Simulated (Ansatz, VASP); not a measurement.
One calculation of Ni, two programs

```
CELL_PARAMETERS angstrom
0.00000 1.95553 1.49519
1.82642 0.00000 1.49519
1.82642 1.95553 0.00000
ATOMIC_POSITIONS crystal
Ni 0.00000 0.00000 0.00000
```

Change from the starting cell: strain +e along x and -e along y -0.0367, strain +e along z and -e/2 along x and y -0.1500.

Alike in both runs: task single point; functional PBE; k mesh 22 × 22 × 22; occupations gaussian, width 0.15 eV; collinear spin.

|  | VASP | Ansatz |
| --- | --- | --- |
| version | VASP 6.6.1 | Ansatz 0.2.0 |
| potentials or method | VASP PAW PBE potentials, release 64 (Ni), cutoff 520 eV | scalar-relativistic, plane waves, PAW |
| valence electrons in the cell | 10 | 18 |

|  | VASP | Ansatz | Ansatz less VASP |
| --- | --- | --- | --- |
| gap on the k mesh at the Fermi level (eV) | none | none | - |
| pressure (GPa) | 5.9 | 6.3 | +0.35 |
| traceless stress, the component that is largest in VASP (GPa) | -11.85 | -12.21 | -0.360 |
| net moment per atom (μB) | 0.56 | 0.57 | +0.015 |
| size of the moment on the site where the two differ most (μB) | 0.56 | 0.60 | +0.040 |

Site moments also hang on the region over which each program counts them. A gap of «none» marks a metal or a gap that the smearing closes. VASP's potentials hold 10 valence electrons a cell and Ansatz's 18, so a difference there can come from the potentials and not from the codes.
